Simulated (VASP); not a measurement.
# KMgF3 (Amm2) in VASP: a series of runs

Runs on KMgF3. Level: PBEsol. Tasks: single point.

All numbers are computed with VASP 6.6.1; they aren't measurements. Logs are shortened: lines on timing, memory, paths and dates and some standing lists are left out, and cuts for length are marked.

## Step 1: The cell of the first run

It takes space group Amm2 (No. 38, orthorhombic). The conventional cell has a = 3.986 Å, b = 5.637 Å, c = 5.637 Å, α = 90.00°, β = 90.00°, γ = 90.00°. Within 3.1 Å of K (site symmetry mm2) lie 11 F at 2.32 to 3.10 Å. Within 2.2 Å of Mg (site symmetry mm2) lie 4 F at 1.68 to 2.05 Å. Within 2.7 Å of F (site symmetry mm2) lie 2 Mg at 2.05 Å and 1 K at 2.32 Å. Within 2.2 Å of F (site symmetry m) lie 1 Mg at 1.68 Å.

## Step 2: Single point, PBEsol

INCAR reads:

```
SYSTEM = KMgF3
ALGO = Normal
EDIFF = 1E-6
ENCUT = 520
GGA = PS
ISIF = 2
ISMEAR = 0
LASPH = .TRUE.
LCHARG = .FALSE.
LREAL = .FALSE.
LWAVE = .FALSE.
NBANDS = 24
NELM = 100
PREC = Accurate
SIGMA = 0.05
```

KPOINTS reads:

```
k-points
0
G
  6 6 6
  0 0 0
```

POSCAR reads:

```
KMgF3
1.0
    3.9859000000      0.0000000000      0.0000000000
    0.0000000000      3.9859000000      0.0000000000
    0.0000000000      0.0000000000      3.9859000000
K Mg F
1 1 3
Direct
    0.5000000000      0.5000000000      0.5000000000
    0.0000000000      0.0000000000      0.0000000000
    0.5000000000      0.0887010187      0.0887010187
    0.0000000000      0.5887010187      0.0887010187
    0.0000000000      0.0887010187      0.5887010187
```

Potentials or basis: VASP PAW PBE potentials, release 64 (K_sv, Mg, F).

Started as:

```sh
cat potpaw_PBE.64/K_sv/POTCAR potpaw_PBE.64/Mg/POTCAR potpaw_PBE.64/F/POTCAR > POTCAR
mpirun -np 1 vasp_std > vasp.out
```

OUTCAR:

```text
SYSTEM = KMgF3
   EDIFF = 1E-6
   ENCUT = 520
   GGA = PS
   ISIF = 2
   ISMEAR = 0
   LASPH = .TRUE.
   LREAL = .FALSE.
   NELM = 100
   PREC = Accurate

 ion  position               nearest neighbor table
   1  0.500  0.500  0.500-   3 2.32   4 2.60   5 2.60   4 2.60   5 2.60   2 3.45   2 3.45   2 3.45
                             2 3.45   2 3.45   2 3.45   2 3.45   2 3.45
   2  0.000  0.000  0.000-   4 1.68   5 1.68   3 2.05   3 2.05   4 2.37   5 2.37   1 3.45   1 3.45
                             1 3.45   1 3.45   1 3.45   1 3.45   1 3.45   1 3.45
   3  0.500  0.089  0.089-   2 2.05   2 2.05   1 2.32
   4  0.000  0.589  0.089-   2 1.68   2 2.37   1 2.60   1 2.60
   5  0.000  0.089  0.589-   2 1.68   2 2.37   1 2.60   1 2.60

  LATTYP: Found a simple cubic cell.
 ALAT       =     3.9859000000

  Lattice vectors:

 A1 = (   3.9859000000,   0.0000000000,   0.0000000000)
 A2 = (   0.0000000000,   3.9859000000,   0.0000000000)
 A3 = (   0.0000000000,   0.0000000000,   3.9859000000)

Analysis of symmetry for initial positions (statically):
=====================================================================
 Subroutine PRICEL returns:
 Original cell was already a primitive cell.

 Routine SETGRP: Setting up the symmetry group for a
 simple cubic supercell.

 Subroutine GETGRP returns: Found  4 space group operations
 (whereof  4 operations were pure point group operations)
 out of a pool of 48 trial point group operations.

The static configuration has the point symmetry C_2v.

Analysis of symmetry for dynamics (positions and initial velocities):
=====================================================================
 Subroutine PRICEL returns:
 Original cell was already a primitive cell.

 Routine SETGRP: Setting up the symmetry group for a
 simple cubic supercell.

 Subroutine GETGRP returns: Found  4 space group operations
 (whereof  4 operations were pure point group operations)
 out of a pool of 48 trial point group operations.

The dynamic configuration has the point symmetry C_2v.

 Subroutine INISYM returns: Found  4 space group operations
 (whereof  4 operations are pure point group operations),
 and found     1 'primitive' translations

----------------------------------------------------------------------------------------

                                     Primitive cell

  volume of cell :      63.3256

  direct lattice vectors                    reciprocal lattice vectors
     3.985900000  0.000000000  0.000000000     0.250884367  0.000000000  0.000000000
     0.000000000  3.985900000  0.000000000     0.000000000  0.250884367  0.000000000
     0.000000000  0.000000000  3.985900000     0.000000000  0.000000000  0.250884367

  length of vectors
     3.985900000  3.985900000  3.985900000     0.250884367  0.250884367  0.250884367

  position of ions in fractional coordinates (direct lattice)
     0.500000000  0.500000000  0.500000000
     0.000000000  0.000000000  0.000000000
     0.500000000  0.088701019  0.088701019
     0.000000000  0.588701019  0.088701019
     0.000000000  0.088701019  0.588701019

  ion indices of the primitive-cell ions
   primitive index   ion index
                 1           1
                 2           2
                 3           3
                 4           4
                 5           5

----------------------------------------------------------------------------------------

 KPOINTS: k-points

Automatic generation of k-mesh.
 Grid dimensions read from file:
 generate k-points for:    6    6    6

 Generating k-lattice:

  Cartesian coordinates                     Fractional coordinates (reciprocal lattice)
     0.041814061  0.000000000  0.000000000     0.166666667  0.000000000  0.000000000
     0.000000000  0.041814061  0.000000000     0.000000000  0.166666667  0.000000000
     0.000000000  0.000000000  0.041814061     0.000000000  0.000000000  0.166666667

  Length of vectors
     0.041814061  0.041814061  0.041814061

  Shift w.r.t. Gamma in fractional coordinates (k-lattice)
     0.000000000  0.000000000  0.000000000

 Subroutine IBZKPT returns following result:
 ===========================================

 Found     52 irreducible k-points:

 Following reciprocal coordinates:
            Coordinates               Weight
  0.000000  0.000000  0.000000      1.000000
  0.166667  0.000000  0.000000      2.000000
  0.000000  0.166667  0.000000      4.000000
  0.333333  0.000000  0.000000      2.000000
  0.000000  0.333333  0.000000      4.000000
  0.500000  0.000000  0.000000      1.000000
[... 16 lines left out ...]
  0.333333  0.000000  0.500000      4.000000
  0.500000  0.500000  0.000000      2.000000
 [... further k-points ...]
   k-points           NKPTS =     52   k-points in BZ     NKDIM =     52   number of bands    NBANDS=     24
   number of dos      NEDOS =    301   number of ions     NIONS =      5
   total plane-waves  NPLWV =  27000
   dimension x,y,z NGX =    30 NGY =   30 NGZ =   30
   dimension x,y,z NGXF=    60 NGYF=   60 NGZF=   60
   ions per type =               1   1   3
   NGX,Y,Z   is equivalent  to a cutoff of  12.51, 12.51, 12.51 a.u.
   NGXF,Y,Z  is equivalent  to a cutoff of  25.03, 25.03, 25.03 a.u.
 SYSTEM =  KMgF3
   PREC   = accura    normal or accurate (medium, high low for compatibility)
   ISTART =      0    job   : 0-new  1-cont  2-samecut
   ICHARG =      2    charge: 1-file 2-atom 10-const
   ISPIN  =      1    spin polarized calculation?
   LNONCOLLINEAR =      F non collinear calculations
   LSORBIT =      F    spin-orbit coupling
   LASPH  =      T    aspherical Exc in radial PAW
   ENCUT  =  520.0 eV  38.22 Ry    6.18 a.u.   7.41  7.41  7.41*2*pi/ulx,y,z
   NELM   =    100;   NELMIN=  2; NELMDL= -5     # of ELM steps
   EDIFF  = 0.1E-05   stopping-criterion for ELM
   LREAL  =      F    real-space projection
   EDIFFG = 0.1E-04   stopping-criterion for IOM
   NSW    =      0    number of steps for IOM
   IBRION =     -1    ionic relax: 0-MD 1-quasi-New 2-CG
   NFREE  =      0    steps in history (QN), initial steepest desc. (CG)
   ISIF   =      2    stress and relaxation
   ISYM   =      2    0-nonsym 1-usesym 2-fastsym
   POTIM  = 0.5000    time-step for ionic-motion
   TEBEG  =    0.0;   TEEND  =   0.0 temperature during run
   PSTRESS=    0.0 pullay stress
   NELECT =      32.0000    total number of electrons
   NUPDOWN=      -1.0000    fix difference up-down
   EMIN   =  10.00;   EMAX   =-10.00  energy-range for DOS
   EFERMI =   0.00;   METHOD = LEGACY
   ISMEAR =     0;   SIGMA  =   0.05  broadening in eV -4-tet -1-fermi 0-gaus
   EFERMI_NEDOS =   21; number of points for ismear=-14 and -15
   IALGO  =     38    algorithm
   IMIX   =      4    mixing-type and parameters
     AMIX     =   0.40;   BMIX     =  1.00
     AMIX_MAG =   1.60;   BMIX_MAG =  1.00
  volume/ion in A,a.u.               =      12.67        85.47
  Fermi-wavevector in a.u.,A,eV,Ry     =   1.303962  2.464132 23.134232  1.700318
  Thomas-Fermi vector in A             =   2.434930
   LORBIT       =      0    0 simple, 1 ext, 2 COOP (PROOUT), +10 PAW based schemes
   GGA     = PS    functional components
   LHFCALC =     F    Hartree Fock is set to
   AEXX    =    0.0000 exact exchange contribution
   IVDW    =     0    specifies the selected vdW correction
   LEPSILON=     F    determine dielectric tensor
   LRPA    =     F    only Hartree local field effects (RPA)
 non-spin polarized calculation
 Gauss-broadening in eV      SIGMA  =   0.05
  energy-cutoff  :      520.00
  volume of cell :       63.33
 maximum number of plane-waves:      1743
 NGX is ok and might be reduce to    30
   NGX = 15   NGY = 15   NGZ = 15

 number of electron      31.9999990 magnetization

 Free energy of the ion-electron system (eV)
  ---------------------------------------------------
  ext. energy  EPLUGINS =         0.00000000
  ---------------------------------------------------
  free energy    TOTEN  =       -23.86895526 eV

  energy without entropy =      -23.86895526  energy(sigma->0) =      -23.86895526

 E-fermi :  -1.4814     XC(G=0):  -9.8686

 val. band max:       -1.7864887465   @ k =   0.5000   0.5000   0.5000
 cond. band min:       5.2110917302   @ k =   0.0000   0.0000   0.0000
 fundamental gap:      6.9975804767
 Fermi energy:        -1.4813526582

 k-point     1 :       0.0000    0.0000    0.0000
  band No.  band energies     occupation
      1     -27.0065      2.00000
      2     -21.8340      2.00000
      3     -21.2877      2.00000
      4     -21.0610      2.00000
      5     -10.6141      2.00000
      6     -10.5997      2.00000
[... 16 lines left out ...]
     23      11.3492      0.00000
     24      14.8074      0.00000

 k-point     2 :       0.1667    0.0000    0.0000
  band No.  band energies     occupation
      1     -26.9968      2.00000
      2     -21.8239      2.00000
      3     -21.2836      2.00000
      4     -21.0868      2.00000
      5     -10.6014      2.00000
      6     -10.5911      2.00000
[... 16 lines left out ...]
     23      11.6832      0.00000
     24      14.7912      0.00000

 k-point     3 :       0.0000    0.1667    0.0000
  band No.  band energies     occupation
      1     -26.9978      2.00000
      2     -21.8050      2.00000
      3     -21.3152      2.00000
      4     -21.0708      2.00000
      5     -10.6059      2.00000
      6     -10.5848      2.00000
[... 16 lines left out ...]
     23      11.3711      0.00000
     24      14.7621      0.00000
[... 514 lines left out ...]
 k-point    23 :       0.3333    0.0000    0.5000
  band No.  band energies     occupation
      1     -26.9492      2.00000
      2     -21.5702      2.00000
      3     -21.4857      2.00000
      4     -21.1654      2.00000
      5     -10.6391      2.00000
      6     -10.6059      2.00000
[... 16 lines left out ...]
     23      12.6556      0.00000
     24      13.4160      0.00000

 k-point    24 :       0.5000    0.5000    0.0000
  band No.  band energies     occupation
      1     -26.9417      2.00000
      2     -21.5267      2.00000
      3     -21.4949      2.00000
      4     -21.2012      2.00000
      5     -10.6525      2.00000
      6     -10.6363      2.00000
[... 16 lines left out ...]
     23      12.7513      0.00000
     24      13.1931      0.00000

 [... further k-points ...]
[... 5 lines left out ...]
  --------------------------------------------------------------------------------------
  -------------------------------------------------------------------------------------
  Total       -0.0077773      7.4831930      7.4831930      0.0000000     -1.8315995      0.0000000
  in kB       -0.1967699    189.3295201    189.3295201      0.0000000    -46.3406272      0.0000000
  external PRESSURE =     126.1540901 kB  Pullay stress =       0.0000000 kB

 VOLUME and BASIS-vectors are now :
 -----------------------------------------------------------------------------
  energy-cutoff  :      520.00
  volume of cell :       63.33
      direct lattice vectors                 reciprocal lattice vectors
     3.985900000  0.000000000  0.000000000     0.250884367  0.000000000  0.000000000
     0.000000000  3.985900000  0.000000000     0.000000000  0.250884367  0.000000000
     0.000000000  0.000000000  3.985900000     0.000000000  0.000000000  0.250884367

 POSITION                                       TOTAL-FORCE (eV/Angst)
 -----------------------------------------------------------------------------------
      1.99295      1.99295      1.99295        -0.000000      0.757600      0.757600
      0.00000      0.00000      0.00000        -0.000000      3.848673      3.848673
      1.99295      0.35355      0.35355        -0.000000     -0.900782     -0.900782
      0.00000      2.34650      0.35355        -0.000000     -4.037979      0.332487
      0.00000      0.35355      2.34650         0.000000      0.332487     -4.037979
 -----------------------------------------------------------------------------------
    total drift:                                0.000000      0.000549      0.000553

  FREE ENERGIE OF THE ION-ELECTRON SYSTEM (eV)
  ---------------------------------------------------
  free  energy   TOTEN  =       -23.8689552582 eV

  energy  without entropy=      -23.8689552582  energy(sigma->0) =      -23.86895526
```

Wall time 48 s (1 thread of Intel Xeon Platinum 8488C (Sapphire Rapids), shared host); peak memory 0.21 GiB.

Results:

```
Free energy            : -23.8690 eV
Pressure               : 12.6 GPa
Largest force          : 5.443 eV/Å
Band gap on the k mesh : 7.00 eV (least direct gap 7.30 eV)
```

Forces on the atoms (eV/Å):
```
K    0.000  0.758  0.758
Mg   0.000  3.849  3.849
F    0.000 -0.901 -0.901
F    0.000 -4.038  0.332
F    0.000  0.332 -4.038
```

Stress tensor (GPa, compression positive):
```
-0.02  0.00  0.00
 0.00 18.93 -4.63
 0.00 -4.63 18.93
```

Caveat: the cell differs from its parent crystal (all F atoms moved -0.500 Å, as atom 3 towards its neighbour atom 1 (K) at 2.818 Å); the cell stands under pressure; the PAW data sets were made with another functional, which shifts forces and pressure a little. A k mesh can miss the band edges.

## Step 3: Single point, PBEsol

INCAR reads:

```
  PREC = Accurate
  ENCUT = 520
  EDIFF = 1E-6
  ISMEAR = 0
  SIGMA = 0.05
  LREAL = False
  LASPH = True
  NELM = 100
  ALGO = Normal
  ISIF = 2
  LWAVE = False
  LCHARG = False
  GGA = PS
  NBANDS = 24
```

KPOINTS reads:

```
Automatic mesh
0
Gamma
  6 6 6
```

POSCAR reads:

```
KMgF3
1.0
    3.9859000000      0.0000000000      0.0000000000
    0.0000000000      3.9859000000      0.0000000000
    0.0000000000      0.0000000000      3.9859000000
K Mg F
1 1 3
Direct
    0.5000000000      0.5000000000      0.5000000000
    0.0000000000      0.0000000000      0.0000000000
    0.5000000000     -0.0665257641     -0.0665257641
    0.0000000000      0.4334742359     -0.0665257641
    0.0000000000     -0.0665257641      0.4334742359
```

Potentials or basis: VASP PAW PBE potentials, release 64 (K_sv, Mg, F).

Started as:

```sh
cat potpaw_PBE.64/K_sv/POTCAR potpaw_PBE.64/Mg/POTCAR potpaw_PBE.64/F/POTCAR > POTCAR
mpirun -np 1 vasp_std > vasp.out
```

It took 46 s on 1 thread of Intel Xeon Platinum 8488C (Sapphire Rapids), shared host; peak memory 0.21 GiB.

It converged, with:

```yaml
Free_energy: -24.5393 eV
Pressure: 6.9 GPa
Largest_force: 3.699 eV/Å
Band_gap_on_the_k_mesh: 7.06 eV (least direct gap 7.38 eV)
```

Forces on the atoms (eV/Å):
```
K    0.000 -0.419 -0.419
Mg   0.000 -2.616 -2.616
F    0.000  0.501  0.501
F    0.000  2.517  0.016
F    0.000  0.016  2.517
```

Stress tensor (GPa, compression positive):
```
-0.17  0.00  0.00
 0.00 10.42 -2.03
 0.00 -2.03 10.42
```

Levels at points of the mesh, in eV from the valence-band top:
```
           k point  band 12  band 13  band 14  band 15  band 16  band 17  band 18  band 19  band 20  band 21
(0.00, 0.00, 0.00)    -0.75    -0.69    -0.38    -0.35    -0.32     7.06    10.17    10.19    12.22    12.44
(0.50, 0.00, 0.00)    -0.95    -0.81    -0.75    -0.71    -0.56     9.77    10.11    11.09    12.33    12.94
(0.00, 0.50, 0.00)    -1.02    -0.97    -0.84    -0.57    -0.48     9.79    10.19    11.20    12.66    12.72
(0.50, 0.50, 0.00)    -1.15    -1.04    -0.87    -0.79    -0.04    10.64    11.41    11.94    12.26    13.07
(0.00, 0.50, 0.50)    -1.10    -1.08    -0.81    -0.80    -0.10    10.34    11.79    12.06    12.38    12.66
(0.50, 0.50, 0.50)    -1.09    -0.97    -0.11    -0.07     0.00    10.37    10.41    10.54    12.83    14.07
```

Caveat: the cell differs from its parent crystal (all F atoms moved +0.375 Å, as atom 3 towards its neighbour atom 1 (K) at 2.818 Å); the cell stands under pressure; the PAW data sets were made with another functional, which shifts forces and pressure a little. A k mesh can miss the band edges.
